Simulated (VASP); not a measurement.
# SmGaTe3 (P6/mmm) in VASP: a series of runs

The runs below take SmGaTe3 through single point, with PBE.

All numbers are computed with VASP 6.6.1; they aren't measurements. Logs are shortened: lines on timing, memory, paths and dates and some standing lists are left out, and cuts for length are marked.

**1. The cell of the first run**

Symmetry: P6/mmm, No. 191, hexagonal system. Conventional cell: a = 6.387 Å, b = 6.387 Å, c = 6.204 Å, α = 90.00°, β = 90.00°, γ = 120.00°. Within 4.1 Å of Sm (site symmetry 6/mmm) lie 2 Ga at 3.10 Å and 6 Te at 3.19 Å. Within 4.1 Å of Ga (site symmetry 6/mmm) lie 2 Sm at 3.10 Å. Te (site symmetry mmm) has 4 Te at 3.19 Å and 2 Sm at 3.19 Å within 4.2 Å.

The cell was built from a structure type or drawn by symmetry, and may not be a known phase.

**2. Single point, PBE**

INCAR

```
SYSTEM = SmGaTe3
PREC     = Accurate       ! precision mode
ENCUT    = 500            ! plane-wave cutoff, eV
EDIFF    = 1E-6           ! SCF threshold, eV
ISMEAR   = 0              ! smearing method
SIGMA    = 0.1            ! smearing width, eV
LREAL    = .FALSE.        ! projectors in reciprocal space
LASPH    = .TRUE.         ! aspherical terms in the spheres
NELM     = 200            ! most SCF steps
ALGO     = Normal         ! electronic algorithm
ISIF     = 2              ! what is computed and relaxed
LWAVE    = .FALSE.        ! write WAVECAR
LCHARG   = .TRUE.         ! write CHGCAR
GGA      = PE             ! functional
LELF     = .TRUE.         ! ELF
LVHAR    = .TRUE.       
NBANDS   = 29             ! bands
GGA_COMPAT= .FALSE.      
LMAXMIX  = 6              ! l up to which the mixer works
```

KPOINTS

```
regular mesh
0
G
  6 6 4
  0 0 0
```

POSCAR

```
SmGaTe3
1.0
    6.3865610557      0.0000000035      0.0000000000
   -3.1932805308      5.5309241153      0.0000000000
    0.0000000000      0.0000000000      6.2035619526
Sm Ga Te
1 1 3
Direct
    0.0000000000      0.0000000000      0.0000000000
    0.0000000000      0.0000000000      0.5000000000
    0.5000000000      0.0000000000      0.0000000000
    0.0000000000      0.5000000000      0.0000000000
    0.5000000000      0.5000000000      0.0000000000
```

Potentials or basis: VASP PAW PBE potentials, release 64 (Sm_3, Ga_d, Te), 4f in core.

The run is started by

```console
> cat potpaw_PBE.64/Sm_3/POTCAR potpaw_PBE.64/Ga_d/POTCAR potpaw_PBE.64/Te/POTCAR > POTCAR
> mpirun -np 1 vasp_std > vasp.out
```

OUTCAR:

```text
SYSTEM = SmGaTe3
   PREC = Accurate
   ENCUT = 500
   EDIFF = 1E-6
   ISMEAR = 0
   LREAL = .FALSE.
   LASPH = .TRUE.
   NELM = 200
   ISIF = 2
   GGA = PE

 ion  position               nearest neighbor table
   1  0.000  0.000  0.000-   2 3.10   2 3.10   4 3.19   4 3.19   3 3.19   3 3.19   5 3.19   5 3.19

   2  0.000  0.000  0.500-   1 3.10   1 3.10
   3  0.500  0.000  0.000-   5 3.19   5 3.19   1 3.19   1 3.19   4 3.19   4 3.19
   4  0.000  0.500  0.000-   1 3.19   1 3.19   5 3.19   5 3.19   3 3.19   3 3.19
   5  0.500  0.500  0.000-   3 3.19   3 3.19   4 3.19   4 3.19   1 3.19   1 3.19

  LATTYP: Found a hexagonal cell.
 ALAT       =     6.3865610557
 C/A-ratio  =     0.9713462219

  Lattice vectors:

 A1 = (   6.3865610557,   0.0000000035,   0.0000000000)
 A2 = (  -3.1932805308,   5.5309241153,   0.0000000000)
 A3 = (   0.0000000000,   0.0000000000,   6.2035619526)

Analysis of symmetry for initial positions (statically):
=====================================================================
 Subroutine PRICEL returns:
 Original cell was already a primitive cell.

 Routine SETGRP: Setting up the symmetry group for a
 hexagonal supercell.

 Subroutine GETGRP returns: Found 24 space group operations
 (whereof 24 operations were pure point group operations)
 out of a pool of 24 trial point group operations.

The static configuration has the point symmetry D_6h.

Analysis of symmetry for dynamics (positions and initial velocities):
=====================================================================
 Subroutine PRICEL returns:
 Original cell was already a primitive cell.

 Routine SETGRP: Setting up the symmetry group for a
 hexagonal supercell.

 Subroutine GETGRP returns: Found 24 space group operations
 (whereof 24 operations were pure point group operations)
 out of a pool of 24 trial point group operations.

The dynamic configuration has the point symmetry D_6h.

 Subroutine INISYM returns: Found 24 space group operations
 (whereof 24 operations are pure point group operations),
 and found     1 'primitive' translations

----------------------------------------------------------------------------------------

                                     Primitive cell

  volume of cell :     219.1320

  direct lattice vectors                    reciprocal lattice vectors
     6.386561056  0.000000003  0.000000000     0.156578790  0.090400806  0.000000000
    -3.193280531  5.530924115  0.000000000    -0.000000000  0.180801613  0.000000000
     0.000000000  0.000000000  6.203561953     0.000000000  0.000000000  0.161197713

  length of vectors
     6.386561056  6.386561056  6.203561953     0.180801613  0.180801613  0.161197713

  position of ions in fractional coordinates (direct lattice)
     0.000000000  0.000000000  0.000000000
     0.000000000  0.000000000  0.500000000
     0.500000000  1.000000000  0.000000000
     0.000000000  0.500000000  0.000000000
     0.500000000  0.500000000  0.000000000

  ion indices of the primitive-cell ions
   primitive index   ion index
                 1           1
                 2           2
                 3           3
                 4           4
                 5           5

----------------------------------------------------------------------------------------

 KPOINTS: regular mesh

Automatic generation of k-mesh.
 Grid dimensions read from file:
 generate k-points for:    6    6    4

 Generating k-lattice:

  Cartesian coordinates                     Fractional coordinates (reciprocal lattice)
     0.026096465  0.015066801  0.000000000     0.166666667 -0.000000000  0.000000000
    -0.000000000  0.030133602  0.000000000    -0.000000000  0.166666667  0.000000000
     0.000000000  0.000000000  0.040299428     0.000000000  0.000000000  0.250000000

  Length of vectors
     0.030133602  0.030133602  0.040299428

  Shift w.r.t. Gamma in fractional coordinates (k-lattice)
     0.000000000  0.000000000  0.000000000

 Subroutine IBZKPT returns following result:
 ===========================================

 Found     21 irreducible k-points:

 Following reciprocal coordinates:
            Coordinates               Weight
  0.000000  0.000000  0.000000      1.000000
  0.166667  0.000000  0.000000      6.000000
  0.333333  0.000000  0.000000      6.000000
  0.500000  0.000000  0.000000      3.000000
  0.166667  0.166667  0.000000      6.000000
  0.333333  0.166667  0.000000     12.000000
[... 13 lines left out ...]
  0.333333  0.166667  0.500000     12.000000
  0.333333  0.333333  0.500000      2.000000
   k-points           NKPTS =     21   k-points in BZ     NKDIM =     21   number of bands    NBANDS=     29
   number of dos      NEDOS =    301   number of ions     NIONS =      5
   total plane-waves  NPLWV = 110592
   dimension x,y,z NGX =    48 NGY =   48 NGZ =   48
   dimension x,y,z NGXF=    96 NGYF=   96 NGZF=   96
   ions per type =               1   1   3
   NGX,Y,Z   is equivalent  to a cutoff of  12.49, 12.49, 12.86 a.u.
   NGXF,Y,Z  is equivalent  to a cutoff of  24.99, 24.99, 25.73 a.u.
 SYSTEM =  SmGaTe3
   PREC   = accura    normal or accurate (medium, high low for compatibility)
   ISTART =      0    job   : 0-new  1-cont  2-samecut
   ICHARG =      2    charge: 1-file 2-atom 10-const
   ISPIN  =      1    spin polarized calculation?
   LNONCOLLINEAR =      F non collinear calculations
   LSORBIT =      F    spin-orbit coupling
   LASPH  =      T    aspherical Exc in radial PAW
   ENCUT  =  500.0 eV  36.75 Ry    6.06 a.u.  11.64 11.64 11.31*2*pi/ulx,y,z
   NELM   =    200;   NELMIN=  2; NELMDL= -5     # of ELM steps
   EDIFF  = 0.1E-05   stopping-criterion for ELM
   LREAL  =      F    real-space projection
   EDIFFG = 0.1E-04   stopping-criterion for IOM
   NSW    =      0    number of steps for IOM
   IBRION =     -1    ionic relax: 0-MD 1-quasi-New 2-CG
   NFREE  =      0    steps in history (QN), initial steepest desc. (CG)
   ISIF   =      2    stress and relaxation
   ISYM   =      2    0-nonsym 1-usesym 2-fastsym
   POTIM  = 0.5000    time-step for ionic-motion
   TEBEG  =    0.0;   TEEND  =   0.0 temperature during run
   PSTRESS=    0.0 pullay stress
   NELECT =      42.0000    total number of electrons
   NUPDOWN=      -1.0000    fix difference up-down
   EMIN   =  10.00;   EMAX   =-10.00  energy-range for DOS
   EFERMI =   0.00;   METHOD = LEGACY
   ISMEAR =     0;   SIGMA  =   0.10  broadening in eV -4-tet -1-fermi 0-gaus
   EFERMI_NEDOS =   21; number of points for ismear=-14 and -15
   IALGO  =     38    algorithm
   IMIX   =      4    mixing-type and parameters
     AMIX     =   0.40;   BMIX     =  1.00
     AMIX_MAG =   1.60;   BMIX_MAG =  1.00
  volume/ion in A,a.u.               =      43.83       295.76
  Fermi-wavevector in a.u.,A,eV,Ry     =   0.943893  1.783699 12.121885  0.890933
  Thomas-Fermi vector in A             =   2.071644
   LORBIT       =      0    0 simple, 1 ext, 2 COOP (PROOUT), +10 PAW based schemes
   GGA     = PE    functional components
   LHFCALC =     F    Hartree Fock is set to
   AEXX    =    0.0000 exact exchange contribution
   IVDW    =     0    specifies the selected vdW correction
   LEPSILON=     F    determine dielectric tensor
   LRPA    =     F    only Hartree local field effects (RPA)
 non-spin polarized calculation
 Gauss-broadening in eV      SIGMA  =   0.10
  energy-cutoff  :      500.00
  volume of cell :      219.13
 maximum number of plane-waves:      5585
 NGX is ok and might be reduce to    48
   NGX = 23   NGY = 23   NGZ = 23

 number of electron      41.9999994 magnetization

 Free energy of the ion-electron system (eV)
  ---------------------------------------------------
  ext. energy  EPLUGINS =         0.00000000
  ---------------------------------------------------
  free energy    TOTEN  =       -17.85297835 eV

  energy without entropy =      -17.81834247  energy(sigma->0) =      -17.83566041

 E-fermi :   2.5106     XC(G=0):  -7.5157

 val. band max:        2.4859035453   @ k =   0.0000   0.0000   0.5000
 cond. band min:       2.5137271546   @ k =   0.3333   0.1667   0.2500
 fundamental gap:      0.0278236094
 Fermi energy:         2.5106484695

 k-point     1 :       0.0000    0.0000    0.0000
  band No.  band energies     occupation
      1     -38.9365      2.00000
      2     -18.4092      2.00000
      3     -18.4092      2.00000
      4     -18.3202      2.00000
      5     -12.9907      2.00000
      6     -12.9907      2.00000
[... 21 lines left out ...]
     28       4.6914      0.00000
     29       5.4511      0.00000

 k-point     2 :       0.1667    0.0000    0.0000
  band No.  band energies     occupation
      1     -38.9366      2.00000
      2     -18.4119      2.00000
      3     -18.4098      2.00000
      4     -18.3201      2.00000
      5     -12.9907      2.00000
      6     -12.9907      2.00000
[... 21 lines left out ...]
     28       5.2151      0.00000
     29       5.2424      0.00000

 k-point     3 :       0.3333    0.0000    0.0000
  band No.  band energies     occupation
      1     -38.9366      2.00000
      2     -18.4172      2.00000
      3     -18.4111      2.00000
      4     -18.3198      2.00000
      5     -12.9907      2.00000
      6     -12.9906      2.00000
[... 21 lines left out ...]
     28       4.8461      0.00000
     29       6.1686      0.00000

 k-point     4 :       0.5000    0.0000    0.0000
  band No.  band energies     occupation
      1     -38.9366      2.00000
      2     -18.4199      2.00000
      3     -18.4117      2.00000
      4     -18.3197      2.00000
      5     -12.9907      2.00000
      6     -12.9906      2.00000
[... 21 lines left out ...]
     28       5.1280      0.00000
     29       6.2302      0.00000

 k-point     5 :       0.1667    0.1667    0.0000
  band No.  band energies     occupation
      1     -38.9366      2.00000
      2     -18.4154      2.00000
      3     -18.4113      2.00000
      4     -18.3199      2.00000
      5     -12.9907      2.00000
      6     -12.9907      2.00000
[... 21 lines left out ...]
     28       5.2807      0.00000
     29       5.6667      0.00000
[... 414 lines left out ...]
     28       6.1974      0.00000
     29       7.0952      0.00000

 k-point    19 :       0.1667    0.1667    0.5000
  band No.  band energies     occupation
      1     -38.9366      2.00000
      2     -18.4155      2.00000
      3     -18.4115      2.00000
      4     -18.3304      2.00000
      5     -12.9907      2.00000
      6     -12.9906      2.00000
[... 21 lines left out ...]
     28       5.9826      0.00000
     29       6.1374      0.00000

 k-point    20 :       0.3333    0.1667    0.5000
  band No.  band energies     occupation
      1     -38.9366      2.00000
      2     -18.4187      2.00000
      3     -18.4133      2.00000
      4     -18.3302      2.00000
      5     -12.9907      2.00000
      6     -12.9906      2.00000
[... 21 lines left out ...]
     28       6.0778      0.00000
     29       6.9610      0.00000

 k-point    21 :       0.3333    0.3333    0.5000
  band No.  band energies     occupation
      1     -38.9366      2.00000
      2     -18.4168      2.00000
      3     -18.4168      2.00000
      4     -18.3302      2.00000
      5     -12.9906      2.00000
      6     -12.9906      2.00000
[... 21 lines left out ...]
     28       6.4800      0.00000
     29       6.4800      0.00000

------------------------ aborting loop because EDIFF is reached ----------------------------------------

  FORCE on cell =-STRESS in cart. coord.  units (eV):
  Direction    XX          YY          ZZ          XY          YZ          ZX
  --------------------------------------------------------------------------------------
  -------------------------------------------------------------------------------------
  Total        0.5310505      0.5310505      0.1312067      0.0000000      0.0000000      0.0000000
  in kB        3.8827598      3.8827598      0.9593135      0.0000000      0.0000000      0.0000000
  external PRESSURE =       2.9082777 kB  Pullay stress =       0.0000000 kB

 VOLUME and BASIS-vectors are now :
 -----------------------------------------------------------------------------
  energy-cutoff  :      500.00
  volume of cell :      219.13
      direct lattice vectors                 reciprocal lattice vectors
     6.386561056  0.000000003  0.000000000     0.156578790  0.090400806  0.000000000
    -3.193280531  5.530924115  0.000000000    -0.000000000  0.180801613  0.000000000
     0.000000000  0.000000000  6.203561953     0.000000000  0.000000000  0.161197713

 POSITION                                       TOTAL-FORCE (eV/Angst)
 -----------------------------------------------------------------------------------
      0.00000      0.00000      0.00000         0.000000      0.000000      0.000000
      0.00000      0.00000      3.10178         0.000000      0.000000      0.000000
      3.19328      0.00000      0.00000         0.000000      0.000000      0.000000
     -1.59664      2.76546      0.00000        -0.000000      0.000000      0.000000
      1.59664      2.76546      0.00000        -0.000000      0.000000      0.000000
 -----------------------------------------------------------------------------------
    total drift:                                0.000000      0.000000      0.000000

  FREE ENERGIE OF THE ION-ELECTRON SYSTEM (eV)
  ---------------------------------------------------
  free  energy   TOTEN  =       -17.8529783491 eV

  energy  without entropy=      -17.8183424686  energy(sigma->0) =      -17.83566041
```

Run time: 3 min. Hardware: 1 thread of Intel Xeon Platinum 8259CL at 2.50GHz (Skylake/Cascade Lake), shared host; peak memory 0.41 GiB.

Results:

```
Free energy            : -17.8530 eV
Pressure               : 0.3 GPa
Band gap on the k mesh : zero (bands 21 and 22 overlap by 2.10 eV)
```

Stress tensor (GPa, compression positive):
```
0.39 0.00 0.00
0.00 0.39 0.00
0.00 0.00 0.10
```

Caveat: spin-orbit coupling is left out, which moves the levels of the heavy elements; the 4f electrons are frozen in the core, so they carry no moment and show no levels. Spin polarisation is off, so any magnetic state and its effect on volume and gap are missing.

**3. Single point, PBE**

This run uses another cell than the first one, of 34.20 Å³/atom.

INCAR

```
PREC = Accurate
ENCUT = 500
EDIFF = 1E-6
ISMEAR = 0
SIGMA = 0.1
LREAL = F
LASPH = T
NELM = 200
ALGO = Normal
ISIF = 2
LWAVE = F
LCHARG = T
GGA = PE
LELF = T
LVHAR = T
NBANDS = 29
GGA_COMPAT = F
LMAXMIX = 6
```

KPOINTS

```
regular mesh
0
Gamma
  6 6 4
```

POSCAR, as its differences from that of step 2:

```diff
@@ -2,5 +2,5 @@
 1.0
-    6.3865610557      0.0000000035      0.0000000000
-   -3.1932805308      5.5309241153      0.0000000000
-    0.0000000000      0.0000000000      6.2035619526
+    5.3427957900      0.0000000000      0.0000000000
+   -2.6713979000      4.6269968800      0.0000000000
+    0.0000000000      0.0000000000      6.9178575300
 Sm Ga Te
```

Potentials or basis: VASP PAW PBE potentials, release 64 (Sm_3, Ga_d, Te), 4f in core.

The run is started by

```console
> cat potpaw_PBE.64/Sm_3/POTCAR potpaw_PBE.64/Ga_d/POTCAR potpaw_PBE.64/Te/POTCAR > POTCAR
> mpirun -np 1 vasp_std > vasp.out
```

Wall time 1.9 min (1 thread of Intel Xeon Platinum 8259CL at 2.50GHz (Skylake/Cascade Lake), shared host); peak memory 0.34 GiB.

Results (log left out):

```yaml
Free_energy: -9.5756 eV
Pressure: 33.0 GPa
Band_gap_on_the_k_mesh: zero (bands 21 and 22 overlap by 1.72 eV)
```

Stress tensor (GPa, compression positive):
```
51.11  0.00  0.00
 0.00 51.11  0.00
 0.00  0.00 -3.11
```

Levels at points of the mesh, in eV from the Fermi level:
| k point | band 17 | band 18 | band 19 | band 20 | band 21 | band 22 | band 23 | band 24 | band 25 | band 26 |
| --- | --- | --- | --- | --- | --- | --- | --- | --- | --- | --- |
| (0.00, 0.00, 0.00) | -4.57 | -1.06 | -1.06 | 0.36 | 0.36 | 1.11 | 1.61 | 1.61 | 1.94 | 3.05 |
| (0.50, 0.00, 0.00) | -3.45 | -2.16 | -2.14 | -1.85 | -0.87 | -0.16 | 0.80 | 1.24 | 2.37 | 3.04 |
| (0.00, 0.00, 0.50) | -4.56 | -1.22 | -1.10 | -1.10 | -0.10 | -0.10 | 2.59 | 2.59 | 2.81 | 3.13 |
| (0.50, 0.00, 0.50) | -3.19 | -2.31 | -2.14 | -1.83 | -0.86 | -0.85 | 0.67 | 1.73 | 3.19 | 3.36 |

Caveat: the cell stands under pressure; spin-orbit coupling is left out, which moves the levels of the heavy elements; the 4f electrons are frozen in the core, so they carry no moment and show no levels.

(Part 1 of 2 ends here.)
